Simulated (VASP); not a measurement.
# MgS in VASP: further runs

The runs below take MgS through single point, relaxation of cell and atoms, with PBE.

All numbers are computed with VASP 6.6.1; they aren't measurements. Logs are shortened: lines on timing, memory, paths and dates and some standing lists are left out, and cuts for length are marked.

## 1. The cell of the first run

Symmetry: F-43m, No. 216, cubic system. Conventional cell: a = 5.698 Å, b = 5.698 Å, c = 5.698 Å, α = 90.00°, β = 90.00°, γ = 90.00°. Mg (site symmetry -43m) has 4 S at 2.47 Å within 3.3 Å. S (site symmetry -43m) has 4 Mg at 2.47 Å within 3.3 Å.

## 2. Single point, PBE

INCAR

```
PREC = Accurate
ENCUT = 600
EDIFF = 1E-6
ISMEAR = 0
SIGMA = 0.02
LREAL = F
LASPH = T
NELM = 120
ALGO = Normal
ISIF = 2
LWAVE = F
LCHARG = F
GGA = PE
NBANDS = 21
GGA_COMPAT = F
```

KPOINTS

```
regular mesh
0
Gamma
  11 11 4
```

POSCAR

```
MgS
1.0
    4.0288979036      0.0000000000      0.0000000000
   -2.0144489518      3.4891279338      0.0000000000
    0.0000000000      0.0000000000      9.8688752774
Mg S
3 3
Direct
    0.0000000000      0.0000000000      0.0000009789
    0.3333333333      0.6666666667      0.3333343122
    0.6666666667      0.3333333333      0.6666676455
    0.0000000000      0.0000000000      0.2499990211
    0.3333333333      0.6666666667      0.5833323545
    0.6666666667      0.3333333333      0.9166656878
```

Potentials or basis: VASP PAW PBE potentials, release 64 (Mg, S).

Run with:

```sh
$ cat potpaw_PBE.64/Mg/POTCAR potpaw_PBE.64/S/POTCAR > POTCAR
$ mpirun -np 1 vasp_std > vasp.out
```

OUTCAR:

```text
PREC = Accurate
   ENCUT = 600
   EDIFF = 1E-6
   ISMEAR = 0
   LREAL = F
   LASPH = T
   NELM = 120
   ISIF = 2
   GGA = PE

 ion  position               nearest neighbor table
   1  0.000  0.000  0.000-   6 2.47   6 2.47   6 2.47   4 2.47
   2  0.333  0.667  0.333-   4 2.47   4 2.47   4 2.47   5 2.47
   3  0.667  0.333  0.667-   5 2.47   5 2.47   5 2.47   6 2.47
   4  0.000  0.000  0.250-   2 2.47   2 2.47   2 2.47   1 2.47
   5  0.333  0.667  0.583-   3 2.47   3 2.47   3 2.47   2 2.47
   6  0.667  0.333  0.917-   1 2.47   1 2.47   1 2.47   3 2.47

  LATTYP: Found a hexagonal cell.
 ALAT       =     4.0288979036
 C/A-ratio  =     2.4495223045

  Lattice vectors:

 A1 = (   4.0288979036,   0.0000000000,   0.0000000000)
 A2 = (  -2.0144489518,   3.4891279338,   0.0000000000)
 A3 = (   0.0000000000,   0.0000000000,   9.8688752774)

Analysis of symmetry for initial positions (statically):
=====================================================================
 Subroutine PRICEL returns following result:

  LATTYP: Found a face centered cubic cell.
 ALAT       =     5.6977725504

  Lattice vectors:

 A1 = (   2.0144489516,  -1.1630426445,   3.2896250921)
 A2 = (  -0.0000000002,   2.3260852893,   3.2896250921)
 A3 = (  -2.0144489514,  -1.1630426448,   3.2896250931)

   3 primitive cells build up your supercell.

 Routine SETGRP: Setting up the symmetry group for a
 hexagonal supercell.

 Subroutine GETGRP returns: Found  6 space group operations
 (whereof  6 operations were pure point group operations)
 out of a pool of 24 trial point group operations.

The static configuration has the point symmetry C_3v.

Analysis of symmetry for dynamics (positions and initial velocities):
=====================================================================
 Subroutine PRICEL returns following result:

  LATTYP: Found a face centered cubic cell.
 ALAT       =     5.6977725504

  Lattice vectors:

 A1 = (   2.0144489516,  -1.1630426445,   3.2896250921)
 A2 = (  -0.0000000002,   2.3260852893,   3.2896250921)
 A3 = (  -2.0144489514,  -1.1630426448,   3.2896250931)

   3 primitive cells build up your supercell.

 Routine SETGRP: Setting up the symmetry group for a
 hexagonal supercell.

 Subroutine GETGRP returns: Found  6 space group operations
 (whereof  6 operations were pure point group operations)
 out of a pool of 24 trial point group operations.

The dynamic configuration has the point symmetry C_3v.

 Subroutine INISYM returns: Found  6 space group operations
 (whereof  6 operations are pure point group operations),
 and found     3 'primitive' translations

----------------------------------------------------------------------------------------

                                     Primitive cell

  volume of cell :      46.2434

  direct lattice vectors                    reciprocal lattice vectors
     2.014448952 -1.163042644  3.289625092     0.248206836 -0.143302283  0.101328669
    -0.000000000  2.326085289  3.289625092     0.000000000  0.286604567  0.101328669
    -2.014448951 -1.163042645  3.289625093    -0.248206836 -0.143302283  0.101328669

  length of vectors
     4.028933608  4.028933608  4.028933609     0.303989600  0.303989600  0.303989600

  position of ions in fractional coordinates (direct lattice)
     0.000000979  0.000000979  0.000000979
     0.249999021  0.249999021  0.249999021

  ion indices of the primitive-cell ions
   primitive index   ion index
                 1           1
                 2           4

----------------------------------------------------------------------------------------

 KPOINTS: regular mesh

Automatic generation of k-mesh.
 Grid dimensions read from file:
 generate k-points for:   11   11    4

 Generating k-lattice:

  Cartesian coordinates                     Fractional coordinates (reciprocal lattice)
     0.022564258  0.013027480  0.000000000     0.090909091  0.000000000  0.000000000
     0.000000000  0.026054961  0.000000000     0.000000000  0.090909091  0.000000000
     0.000000000  0.000000000  0.025332167     0.000000000  0.000000000  0.250000000

  Length of vectors
     0.026054961  0.026054961  0.025332167

  Shift w.r.t. Gamma in fractional coordinates (k-lattice)
     0.000000000  0.000000000  0.000000000

 Subroutine IBZKPT returns following result:
 ===========================================

 Found     58 irreducible k-points:

 Following reciprocal coordinates:
            Coordinates               Weight
  0.000000  0.000000  0.000000      1.000000
  0.090909 -0.000000  0.000000      6.000000
  0.181818 -0.000000  0.000000      6.000000
  0.272727 -0.000000  0.000000      6.000000
  0.363636 -0.000000  0.000000      6.000000
  0.454545  0.000000  0.000000      6.000000
[... 16 lines left out ...]
  0.000000  0.272727  0.250000      6.000000
  0.363636 -0.000000  0.250000      6.000000
 [... further k-points ...]
   k-points           NKPTS =     58   k-points in BZ     NKDIM =     58   number of bands    NBANDS=     21
   number of dos      NEDOS =    301   number of ions     NIONS =      6
   total plane-waves  NPLWV =  81920
   dimension x,y,z NGX =    32 NGY =   32 NGZ =   80
   dimension x,y,z NGXF=    64 NGYF=   64 NGZF=  160
   ions per type =               3   3
   NGX,Y,Z   is equivalent  to a cutoff of  13.20, 13.20, 13.48 a.u.
   NGXF,Y,Z  is equivalent  to a cutoff of  26.41, 26.41, 26.95 a.u.
 SYSTEM =  unknown system
   PREC   = accura    normal or accurate (medium, high low for compatibility)
   ISTART =      0    job   : 0-new  1-cont  2-samecut
   ICHARG =      2    charge: 1-file 2-atom 10-const
   ISPIN  =      1    spin polarized calculation?
   LNONCOLLINEAR =      F non collinear calculations
   LSORBIT =      F    spin-orbit coupling
   LASPH  =      T    aspherical Exc in radial PAW
   ENCUT  =  600.0 eV  44.10 Ry    6.64 a.u.   8.05  8.05 19.71*2*pi/ulx,y,z
   NELM   =    120;   NELMIN=  2; NELMDL= -5     # of ELM steps
   EDIFF  = 0.1E-05   stopping-criterion for ELM
   LREAL  =      F    real-space projection
   EDIFFG = 0.1E-04   stopping-criterion for IOM
   NSW    =      0    number of steps for IOM
   IBRION =     -1    ionic relax: 0-MD 1-quasi-New 2-CG
   NFREE  =      0    steps in history (QN), initial steepest desc. (CG)
   ISIF   =      2    stress and relaxation
   ISYM   =      2    0-nonsym 1-usesym 2-fastsym
   POTIM  = 0.5000    time-step for ionic-motion
   TEBEG  =    0.0;   TEEND  =   0.0 temperature during run
   PSTRESS=    0.0 pullay stress
   NELECT =      24.0000    total number of electrons
   NUPDOWN=      -1.0000    fix difference up-down
   EMIN   =  10.00;   EMAX   =-10.00  energy-range for DOS
   EFERMI =   0.00;   METHOD = LEGACY
   ISMEAR =     0;   SIGMA  =   0.02  broadening in eV -4-tet -1-fermi 0-gaus
   EFERMI_NEDOS =   21; number of points for ismear=-14 and -15
   IALGO  =     38    algorithm
   IMIX   =      4    mixing-type and parameters
     AMIX     =   0.40;   BMIX     =  1.00
     AMIX_MAG =   1.60;   BMIX_MAG =  1.00
  volume/ion in A,a.u.               =      23.12       156.03
  Fermi-wavevector in a.u.,A,eV,Ry     =   0.912196  1.723801 11.321436  0.832102
  Thomas-Fermi vector in A             =   2.036564
   LORBIT       =      0    0 simple, 1 ext, 2 COOP (PROOUT), +10 PAW based schemes
   GGA     = PE    functional components
   LHFCALC =     F    Hartree Fock is set to
   AEXX    =    0.0000 exact exchange contribution
   IVDW    =     0    specifies the selected vdW correction
   LEPSILON=     F    determine dielectric tensor
   LRPA    =     F    only Hartree local field effects (RPA)
 non-spin polarized calculation
 Gauss-broadening in eV      SIGMA  =   0.02
  energy-cutoff  :      600.00
  volume of cell :      138.73
 maximum number of plane-waves:      4662
   NGX = 17   NGY = 17   NGZ = 39

 number of electron      24.0000001 magnetization

 Free energy of the ion-electron system (eV)
  ---------------------------------------------------
  ext. energy  EPLUGINS =         0.00000000
  ---------------------------------------------------
  free energy    TOTEN  =       -25.41981180 eV

  energy without entropy =      -25.41981180  energy(sigma->0) =      -25.41981180

 E-fermi :   1.0750     XC(G=0):  -8.3173

 val. band max:        0.9459160554   @ k =   0.0000   0.0000   0.0000
 cond. band min:       4.3101359356   @ k =   0.0000   0.0000   0.0000
 fundamental gap:      3.3642198801
 Fermi energy:         1.0749540206

 k-point     1 :       0.0000    0.0000    0.0000
  band No.  band energies     occupation
      1     -10.2595      2.00000
      2      -9.7902      2.00000
      3      -9.7902      2.00000
      4      -1.5237      2.00000
      5      -1.5237      2.00000
      6       0.6985      2.00000
[... 13 lines left out ...]
     20       8.8482      0.00000
     21       8.8628      0.00000

 k-point     2 :       0.0909   -0.0000    0.0000
  band No.  band energies     occupation
      1     -10.2193      2.00000
      2      -9.7630      2.00000
      3      -9.7621      2.00000
      4      -1.4944      2.00000
      5      -1.4913      2.00000
      6       0.4066      2.00000
[... 13 lines left out ...]
     20       8.9500      0.00000
     21       9.0130      0.00000

 k-point     3 :       0.1818   -0.0000    0.0000
  band No.  band energies     occupation
      1     -10.1056      2.00000
      2      -9.6912      2.00000
      3      -9.6840      2.00000
      4      -1.4427      2.00000
      5      -1.4225      2.00000
      6      -0.1121      2.00000
[... 13 lines left out ...]
     20       8.8674      0.00000
     21       9.1328      0.00000
[... 457 lines left out ...]
 k-point    23 :       0.0000    0.2727    0.2500
  band No.  band energies     occupation
      1      -9.9167      2.00000
      2      -9.6982      2.00000
      3      -9.5024      2.00000
      4      -1.5119      2.00000
      5      -1.1973      2.00000
      6      -1.0441      2.00000
[... 13 lines left out ...]
     20       9.0269      0.00000
     21       9.3822      0.00000

 k-point    24 :       0.3636   -0.0000    0.2500
  band No.  band energies     occupation
      1      -9.7219      2.00000
      2      -9.6247      2.00000
      3      -9.4172      2.00000
      4      -1.8126      2.00000
      5      -1.6329      2.00000
      6      -1.2557      2.00000
[... 13 lines left out ...]
     20       8.9610      0.00000
     21       9.5171      0.00000

 [... further k-points ...]

------------------------ aborting loop because EDIFF is reached ----------------------------------------

  FORCE on cell =-STRESS in cart. coord.  units (eV):
  Direction    XX          YY          ZZ          XY          YZ          ZX
  --------------------------------------------------------------------------------------
  -------------------------------------------------------------------------------------
  Total       -0.1200395     -0.1200395     -0.1207377      0.0000000      0.0000000      0.0000000
  in kB       -1.3863215     -1.3863215     -1.3943847      0.0000000      0.0000000      0.0000000
  external PRESSURE =      -1.3890092 kB  Pullay stress =       0.0000000 kB

 VOLUME and BASIS-vectors are now :
 -----------------------------------------------------------------------------
  energy-cutoff  :      600.00
  volume of cell :      138.73
      direct lattice vectors                 reciprocal lattice vectors
     4.028897904  0.000000000  0.000000000     0.248206836  0.143302283  0.000000000
    -2.014448952  3.489127934  0.000000000     0.000000000  0.286604567  0.000000000
     0.000000000  0.000000000  9.868875277     0.000000000  0.000000000  0.101328669

 POSITION                                       TOTAL-FORCE (eV/Angst)
 -----------------------------------------------------------------------------------
      0.00000      0.00000      0.00001         0.000000     -0.000000     -0.000017
     -0.00000      2.32609      3.28963         0.000000     -0.000000     -0.000017
      2.01445      1.16304      6.57926         0.000000     -0.000000     -0.000017
      0.00000      0.00000      2.46721         0.000000      0.000000      0.000017
     -0.00000      2.32609      5.75683        -0.000000      0.000000      0.000017
      2.01445      1.16304      9.04646        -0.000000      0.000000      0.000017
 -----------------------------------------------------------------------------------
    total drift:                               -0.000000     -0.000000     -0.000002

  FREE ENERGIE OF THE ION-ELECTRON SYSTEM (eV)
  ---------------------------------------------------
  free  energy   TOTEN  =       -25.4198118012 eV

  energy  without entropy=      -25.4198118012  energy(sigma->0) =      -25.41981180
```

Run time: 99 s. Hardware: 1 thread of AMD EPYC 9R45 (Zen 5), shared host; peak memory 0.35 GiB.

What came out:

* Free energy: -25.4198 eV
* Pressure: -0.1 GPa
* Band gap on the k mesh: 3.36 eV

Caveat: an odd mesh through Γ misses points on the zone boundary, where band edges can lie.

## 3. Relaxation of cell and atoms, PBE

INCAR

```
SYSTEM = MgS
ALGO = Normal
EDIFF = 1E-7
EDIFFG = -0.01
ENCUT = 600
GGA = PE
GGA_COMPAT = .FALSE.
IBRION = 2
ISIF = 3
ISMEAR = 0
LASPH = .TRUE.
LCHARG = .FALSE.
LREAL = .FALSE.
LWAVE = .FALSE.
NELM = 120
NELMIN = 4
NSW = 65
PREC = Accurate
SIGMA = 0.02
```

KPOINTS

```
k-points
0
G
  11 11 4
  0 0 0
```

POSCAR

```
MgS
1.0
    4.0544445329      0.0000000000      0.0000000000
   -2.0272222664      3.5112519637      0.0000000000
    0.0000000000      0.0000000000      9.7371454761
Mg S
3 3
Direct
    0.0000000000      0.0000000000      0.0000000000
    0.3333333333      0.6666666667      0.3333333333
    0.6666666667      0.3333333333      0.6666666667
    0.0000000000      0.0000000000      0.2500000000
    0.3333333333      0.6666666667      0.5833333333
    0.6666666667      0.3333333333      0.9166666667
```

Potentials or basis: VASP PAW PBE potentials, release 64 (Mg, S).

Run with:

```sh
$ cat potpaw_PBE.64/Mg/POTCAR potpaw_PBE.64/S/POTCAR > POTCAR
$ mpirun -np 1 vasp_std > vasp.out
```

It took 5.3 min on 1 thread of AMD EPYC 9R45 (Zen 5), shared host; peak memory 0.34 GiB.

The run converged. Its results:

* Free energy: -25.4199 eV
* Relaxed volume: 23.09 Å³/atom
* Relaxed cell: a = 4.026 Å, b = 4.026 Å, c = 9.867 Å, α = 90.00°, β = 90.00°, γ = 120.00°
* Space group after relaxing (to 0.1 Å): F-43m (No. 216)
* Energy gained by relaxing: 1.9 meV/atom
* Ionic steps: 7
* Pressure after relaxing: -0.1 GPa
* Largest force after relaxing: 0.004 eV/Å
* Band gap on the k mesh: 3.37 eV

Forces on the atoms (eV/Å):
```
Mg   0.000  0.000 -0.004
Mg   0.000  0.000 -0.004
Mg   0.000  0.000 -0.004
S    0.000  0.000  0.004
S    0.000  0.000  0.004
S    0.000  0.000  0.004
```

The path:
```tsv
step	energy change (eV)	largest force (eV/Å)	pressure (GPa)	volume (Å³)
1	0.0000	0.1360	-0.06	138.62
2	-0.0107	0.0334	-0.02	138.44
3	-0.0107	0.0312	-0.03	138.44
4	-0.0110	0.0249	0.01	138.36
5	-0.0114	0.0102	0.08	138.19
6	-0.0114	0.0051	0.10	138.13
7	-0.0115	0.0041	-0.06	138.54
```

Final structure:
```
CELL_PARAMETERS angstrom
4.02649 0.00000 0.00000
-2.01325 3.48705 0.00000
0.00000 0.00000 9.86709
ATOMIC_POSITIONS crystal
Mg 0.00000 0.00000 0.00006
Mg 0.33333 0.66667 0.33340
Mg 0.66667 0.33333 0.66673
S 0.00000 0.00000 0.24994
S 0.33333 0.66667 0.58327
S 0.66667 0.33333 0.91660
```

Levels at points of the mesh, in eV from the valence-band top:
| k point | band 9 | band 10 | band 11 | band 12 | band 13 | band 14 | band 15 | band 16 |
| --- | --- | --- | --- | --- | --- | --- | --- | --- |
| (0.00, 0.00, 0.00) | -0.25 | 0.00 | 0.00 | 0.00 | 3.37 | 5.07 | 5.07 | 7.89 |
| (0.00, 0.00, 0.50) | -0.09 | -0.09 | -0.09 | -0.09 | 4.37 | 4.37 | 5.05 | 7.61 |

Caveat: an odd mesh through Γ misses points on the zone boundary, where band edges can lie.
